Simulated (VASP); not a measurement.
# Te (Im-3m) in VASP: a series of runs

The runs below take Te through single point, relaxation of cell and atoms, with LDA.

All numbers are computed with VASP 6.6.1; they aren't measurements. Logs are shortened: lines on timing, memory, paths and dates and some standing lists are left out, and cuts for length are marked.

### Step 1. The cell of the first run

The structure is cubic, space group Im-3m (No. 229). The conventional cell has a = 2.800 Å, b = 2.800 Å, c = 2.800 Å, α = 90.00°, β = 90.00°, γ = 90.00°. Te (site symmetry m-3m) has 14 Te at 2.42 to 2.80 Å within 3.2 Å.

### Step 2. Single point, LDA

INCAR

```
ALGO = Normal ; EDIFF = 1E-6
ENCUT = 520 ; GGA = CA
ISIF = 2 ; ISMEAR = -1
LASPH = T ; LCHARG = F
LREAL = F ; LWAVE = F
NBANDS = 9 ; NELM = 80
PREC = Accurate ; SIGMA = 0.05
```

KPOINTS

```
k-points
0
Gamma
  19 19 19
```

POSCAR

```
Te
1.0
   -1.3999926471      1.3999926471      1.3999926471
    1.3999926471     -1.3999926471      1.3999926471
    1.3999926471      1.3999926471     -1.3999926471
Te
1
Direct
    0.0000000000      0.0000000000      0.0000000000
```

Potentials or basis: VASP PAW LDA potentials, release 64 (Te).

Command:

```bash
$ cat potpaw_LDA.64/Te/POTCAR > POTCAR
$ mpirun -np 1 vasp_std > vasp.out
```

OUTCAR:

```text
EDIFF = 1E-6
   ENCUT = 520
   GGA = CA
   ISIF = 2
   ISMEAR = -1
   LASPH = T
   LREAL = F
   NELM = 80
   PREC = Accurate

 ion  position               nearest neighbor table
   1  0.000  0.000  0.000-

  LATTYP: Found a body centered cubic cell.
 ALAT       =     2.7999852942

  Lattice vectors:

 A1 = (  -1.3999926471,   1.3999926471,   1.3999926471)
 A2 = (   1.3999926471,  -1.3999926471,   1.3999926471)
 A3 = (   1.3999926471,   1.3999926471,  -1.3999926471)

Analysis of symmetry for initial positions (statically):
=====================================================================
 Subroutine PRICEL returns:
 Original cell was already a primitive cell.

 Routine SETGRP: Setting up the symmetry group for a
 body centered cubic supercell.

 Subroutine GETGRP returns: Found 48 space group operations
 (whereof 48 operations were pure point group operations)
 out of a pool of 48 trial point group operations.

The static configuration has the point symmetry O_h .

Analysis of symmetry for dynamics (positions and initial velocities):
=====================================================================
 Subroutine PRICEL returns:
 Original cell was already a primitive cell.

 Routine SETGRP: Setting up the symmetry group for a
 body centered cubic supercell.

 Subroutine GETGRP returns: Found 48 space group operations
 (whereof 48 operations were pure point group operations)
 out of a pool of 48 trial point group operations.

The dynamic configuration has the point symmetry O_h .

 Subroutine INISYM returns: Found 48 space group operations
 (whereof 48 operations are pure point group operations),
 and found     1 'primitive' translations

----------------------------------------------------------------------------------------

                                     Primitive cell

  volume of cell :      10.9758

  direct lattice vectors                    reciprocal lattice vectors
    -1.399992647  1.399992647  1.399992647     0.000000000  0.357144733  0.357144733
     1.399992647 -1.399992647  1.399992647     0.357144733  0.000000000  0.357144733
     1.399992647  1.399992647 -1.399992647     0.357144733  0.357144733  0.000000000

  length of vectors
     2.424858395  2.424858395  2.424858395     0.505078925  0.505078925  0.505078925

  position of ions in fractional coordinates (direct lattice)
     0.000000000  0.000000000  0.000000000

  ion indices of the primitive-cell ions
   primitive index   ion index
                 1           1

----------------------------------------------------------------------------------------

 KPOINTS: k-points

Automatic generation of k-mesh.
 Grid dimensions read from file:
 generate k-points for:   19   19   19

 Generating k-lattice:

  Cartesian coordinates                     Fractional coordinates (reciprocal lattice)
     0.000000000  0.018797091  0.018797091     0.052631579  0.000000000  0.000000000
     0.018797091  0.000000000  0.018797091     0.000000000  0.052631579  0.000000000
     0.018797091  0.018797091  0.000000000     0.000000000  0.000000000  0.052631579

  Length of vectors
     0.026583101  0.026583101  0.026583101

  Shift w.r.t. Gamma in fractional coordinates (k-lattice)
     0.000000000  0.000000000  0.000000000

 Subroutine IBZKPT returns following result:
 ===========================================

 Found    220 irreducible k-points:

 Following reciprocal coordinates:
            Coordinates               Weight
  0.000000  0.000000  0.000000      1.000000
  0.052632  0.000000  0.000000     12.000000
  0.105263  0.000000  0.000000     12.000000
  0.157895  0.000000  0.000000     12.000000
  0.210526  0.000000  0.000000     12.000000
  0.263158  0.000000  0.000000     12.000000
[... 16 lines left out ...]
  0.263158  0.105263 -0.000000     48.000000
  0.315789  0.105263  0.000000     48.000000
 [... further k-points ...]
   k-points           NKPTS =    220   k-points in BZ     NKDIM =    220   number of bands    NBANDS=      9
   number of dos      NEDOS =    301   number of ions     NIONS =      1
   total plane-waves  NPLWV =   5832
   dimension x,y,z NGX =    18 NGY =   18 NGZ =   18
   dimension x,y,z NGXF=    36 NGYF=   36 NGZF=   36
   ions per type =               1
   NGX,Y,Z   is equivalent  to a cutoff of  12.34, 12.34, 12.34 a.u.
   NGXF,Y,Z  is equivalent  to a cutoff of  24.68, 24.68, 24.68 a.u.
 SYSTEM =  unknown system
   PREC   = accura    normal or accurate (medium, high low for compatibility)
   ISTART =      0    job   : 0-new  1-cont  2-samecut
   ICHARG =      2    charge: 1-file 2-atom 10-const
   ISPIN  =      1    spin polarized calculation?
   LNONCOLLINEAR =      F non collinear calculations
   LSORBIT =      F    spin-orbit coupling
   LASPH  =      T    aspherical Exc in radial PAW
   ENCUT  =  520.0 eV  38.22 Ry    6.18 a.u.   4.51  4.51  4.51*2*pi/ulx,y,z
   NELM   =     80;   NELMIN=  2; NELMDL= -5     # of ELM steps
   EDIFF  = 0.1E-05   stopping-criterion for ELM
   LREAL  =      F    real-space projection
   EDIFFG = 0.1E-04   stopping-criterion for IOM
   NSW    =      0    number of steps for IOM
   IBRION =     -1    ionic relax: 0-MD 1-quasi-New 2-CG
   NFREE  =      0    steps in history (QN), initial steepest desc. (CG)
   ISIF   =      2    stress and relaxation
   ISYM   =      2    0-nonsym 1-usesym 2-fastsym
   POTIM  = 0.5000    time-step for ionic-motion
   TEBEG  =    0.0;   TEEND  =   0.0 temperature during run
   PSTRESS=    0.0 pullay stress
   NELECT =       6.0000    total number of electrons
   NUPDOWN=      -1.0000    fix difference up-down
   EMIN   =  10.00;   EMAX   =-10.00  energy-range for DOS
   EFERMI =   0.00;   METHOD = LEGACY
   ISMEAR =    -1;   SIGMA  =   0.05  broadening in eV -4-tet -1-fermi 0-gaus
   EFERMI_NEDOS =   21; number of points for ismear=-14 and -15
   IALGO  =     38    algorithm
   IMIX   =      4    mixing-type and parameters
     AMIX     =   0.40;   BMIX     =  1.00
     AMIX_MAG =   1.60;   BMIX_MAG =  1.00
  volume/ion in A,a.u.               =      10.98        74.07
  Fermi-wavevector in a.u.,A,eV,Ry     =   1.338586  2.529560 24.379076  1.791812
  Thomas-Fermi vector in A             =   2.467044
   LORBIT       =      0    0 simple, 1 ext, 2 COOP (PROOUT), +10 PAW based schemes
   GGA     = CA    functional components
   LHFCALC =     F    Hartree Fock is set to
   AEXX    =    0.0000 exact exchange contribution
   IVDW    =     0    specifies the selected vdW correction
   LEPSILON=     F    determine dielectric tensor
   LRPA    =     F    only Hartree local field effects (RPA)
 non-spin polarized calculation
  energy-cutoff  :      520.00
  volume of cell :       10.98
 maximum number of plane-waves:       321
 NGX is ok and might be reduce to    18
   NGX =  9   NGY =  9   NGZ =  9

 number of electron       6.0000001 magnetization

 Free energy of the ion-electron system (eV)
  ---------------------------------------------------
  ext. energy  EPLUGINS =         0.00000000
  ---------------------------------------------------
  free energy    TOTEN  =         6.43826658 eV

  energy without entropy =        6.44121698  energy(sigma->0) =        6.43974178

 E-fermi :  28.6313     XC(G=0): -14.8115

 val. band max:       28.6270946302   @ k =  -0.3158   0.3684   0.0526
 cond. band min:      28.6386427489   @ k =  -0.1579   0.2632   0.0526
 fundamental gap:      0.0115481188
 Fermi energy:        28.6312613813

 k-point     1 :       0.0000    0.0000    0.0000
  band No.  band energies     occupation
      1       1.6282      2.00000
      2      37.1692      0.00000
      3      37.1692      0.00000
      4      37.1692      0.00000
      5      41.0927      0.00000
      6      41.0927      0.00000
      7      41.0927      0.00000
      8      41.6052      0.00000
      9      41.6052      0.00000

 k-point     2 :       0.0526    0.0000    0.0000
  band No.  band energies     occupation
      1       1.7479      2.00000
      2      36.3705      0.00000
      3      37.0107      0.00000
      4      37.0463      0.00000
      5      39.5726      0.00000
      6      39.6167      0.00000
      7      40.3791      0.00000
      8      41.9491      0.00000
      9      42.5131      0.00000

 k-point     3 :       0.1053    0.0000    0.0000
  band No.  band energies     occupation
      1       2.1078      2.00000
      2      34.1378      0.00000
      3      36.4605      0.00000
      4      36.6417      0.00000
      5      37.8094      0.00000
      6      38.6458      0.00000
      7      39.8489      0.00000
      8      42.8734      0.00000
      9      42.9736      0.00000

 k-point     4 :       0.1579    0.0000    0.0000
  band No.  band energies     occupation
      1       2.7098      2.00000
      2      31.2548      0.00000
      3      35.3641      0.00000
      4      36.0663      0.00000
      5      36.2196      0.00000
      6      38.0869      0.00000
      7      40.1281      0.00000
      8      43.3965      0.00000
      9      44.2183      0.00000

 k-point     5 :       0.2105    0.0000    0.0000
  band No.  band energies     occupation
      1       3.5566      2.00000
      2      28.1805      1.99976
      3      34.1277      0.00000
      4      34.4032      0.00000
      5      35.8274      0.00000
      6      37.7128      0.00000
      7      40.9388      0.00000
      8      43.7564      0.00000
      9      45.8938      0.00000

 k-point     6 :       0.2632    0.0000    0.0000
  band No.  band energies     occupation
      1       4.6510      2.00000
      2      25.0861      2.00000
      3      32.8854      0.00000
      4      32.9755      0.00000
      5      35.4958      0.00000
      6      37.4727      0.00000
      7      42.0801      0.00000
      8      44.0503      0.00000
      9      47.8598      0.00000
[... 169 lines left out ...]
 k-point    21 :       0.1579    0.1053    0.0000
  band No.  band energies     occupation
      1       3.9212      2.00000
      2      28.4455      1.95250
      3      30.2868      0.00000
      4      33.6522      0.00000
      5      37.1226      0.00000
      6      39.6954      0.00000
      7      40.7556      0.00000
      8      44.2321      0.00000
      9      45.5775      0.00000

 k-point    22 :       0.2105    0.1053    0.0000
  band No.  band energies     occupation
      1       5.0179      2.00000
      2      25.3649      2.00000
      3      29.1827      0.00003
      4      32.4947      0.00000
      5      36.8366      0.00000
      6      40.1114      0.00000
      7      40.7746      0.00000
      8      45.9747      0.00000
      9      46.3316      0.00000

 k-point    23 :       0.2632    0.1053   -0.0000
  band No.  band energies     occupation
      1       6.3639      2.00000
      2      22.3585      2.00000
      3      28.2315      1.99933
      4      31.5013      0.00000
      5      36.5688      0.00000
      6      40.0283      0.00000
      7      41.4317      0.00000
      8      46.8624      0.00000
      9      48.1656      0.00000

 k-point    24 :       0.3158    0.1053    0.0000
  band No.  band energies     occupation
      1       7.9583      2.00000
      2      19.4790      2.00000
      3      27.4695      2.00000
      4      30.7217      0.00000
      5      36.3638      0.00000
      6      39.8577      0.00000
      7      42.2735      0.00000
      8      47.5105      0.00000
      9      49.9547      0.00000

 [... further k-points ...]
[... 5 lines left out ...]
  --------------------------------------------------------------------------------------
  -------------------------------------------------------------------------------------
  Total       31.7147881     31.7147881     31.7147881      0.0000000      0.0000000     -0.0000000
  in kB     4629.5112148   4629.5112148   4629.5112148      0.0000000      0.0000000     -0.0000000
  external PRESSURE =    4629.5112148 kB  Pullay stress =       0.0000000 kB

 VOLUME and BASIS-vectors are now :
 -----------------------------------------------------------------------------
  energy-cutoff  :      520.00
  volume of cell :       10.98
      direct lattice vectors                 reciprocal lattice vectors
    -1.399992647  1.399992647  1.399992647     0.000000000  0.357144733  0.357144733
     1.399992647 -1.399992647  1.399992647     0.357144733  0.000000000  0.357144733
     1.399992647  1.399992647 -1.399992647     0.357144733  0.357144733  0.000000000

 POSITION                                       TOTAL-FORCE (eV/Angst)
 -----------------------------------------------------------------------------------
      0.00000      0.00000      0.00000        -0.000000      0.000000      0.000000
 -----------------------------------------------------------------------------------
    total drift:                                0.000000     -0.000000      0.000000

  FREE ENERGIE OF THE ION-ELECTRON SYSTEM (eV)
  ---------------------------------------------------
  free  energy   TOTEN  =         6.4382665755 eV

  energy  without entropy=        6.4412169755  energy(sigma->0) =        6.43974178
```

It took 12 s on 1 thread of Intel Xeon 6975P-C (Granite Rapids), shared host; peak memory 0.14 GiB.

What came out:

| Quantity | Value |
| --- | --- |
| Free energy | 6.4383 eV |
| Pressure | 463.0 GPa |
| Band gap on the k mesh | zero (band 3 reaches 37.17 eV, above the bottom of band 4 at 19.87 eV) |

Levels at points of the mesh, in eV from the Fermi level:
| k point | band 1 | band 2 | band 3 | band 4 | band 5 | band 6 | band 7 |
| --- | --- | --- | --- | --- | --- | --- | --- |
| (0.00, 0.00, 0.00) | -27.00 | 8.54 | 8.54 | 8.54 | 12.46 | 12.46 | 12.46 |

Caveat: spin-orbit coupling is left out, which moves the levels of the heavy elements.

[end of part 1 of 2]
